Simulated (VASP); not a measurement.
Write the native input for VASP 6.6.1 that does the following.

```
Task                   : single point
Functional             : PBEsol
Potentials or basis    : VASP PAW PBE potentials, release 64 (Be, S)
Cutoff                 : 520 eV
k mesh                 : 13 × 13 × 13
Occupations            : fermi-dirac, width 0.08 eV
Spin                   : no spin polarisation
Dipole correction      : no
Further INCAR settings : ALGO = Normal; EDIFF = 1e-07; NBANDS = 11
```

The structure of BeS (rocksalt type) lies in POSCAR:

```
BeS
1.0
    0.0000000000      2.3449184142      2.3449184142
    2.3449184142      0.0000000000      2.3449184142
    2.3449184142      2.3449184142      0.0000000000
Be S
1 1
Direct
    0.0000000000      0.0000000000      0.0000000000
    0.5000000000      0.5000000000      0.5000000000
```

This cell differs from its parent crystal: functional pbesol, volume scaled by 1.04.

The input as run:

INCAR

```
SYSTEM = BeS
ALGO     = Normal         ! electronic algorithm
EDIFF    = 1E-7           ! SCF threshold, eV
ENCUT    = 520            ! plane-wave cutoff, eV
GGA      = PS             ! functional
ISIF     = 2              ! what is computed and relaxed
ISMEAR   = -1             ! smearing method
LASPH    = .TRUE.         ! aspherical terms in the spheres
LCHARG   = .FALSE.        ! write CHGCAR
LREAL    = .FALSE.        ! projectors in reciprocal space
LWAVE    = .FALSE.        ! write WAVECAR
NBANDS   = 11             ! bands
NELM     = 100            ! most SCF steps
PREC     = Accurate       ! precision mode
SIGMA    = 0.08           ! smearing width, eV
```

KPOINTS

```
k-points
0
G
  13 13 13
  0 0 0
```

Potentials or basis: VASP PAW PBE potentials, release 64 (Be, S).

Command:

```sh
$ cat potpaw_PBE.64/Be/POTCAR potpaw_PBE.64/S/POTCAR > POTCAR
$ mpirun -np 1 vasp_std > vasp.out
```

It gave:

| Item | Value |
| --- | --- |
| Pressure | -6.4 GPa |
| Band gap on the k mesh | 0.98 eV, indirect (least direct gap 4.01 eV) |

Caveat: the PAW data sets were made with another functional, which shifts forces and pressure a little.

Wall time 27 s on 1 thread of Intel(R) Xeon(R) Platinum 8259CL CPU @ 2.50GHz (Skylake/Cascade Lake) (shared host), peak memory 0.16 GiB.
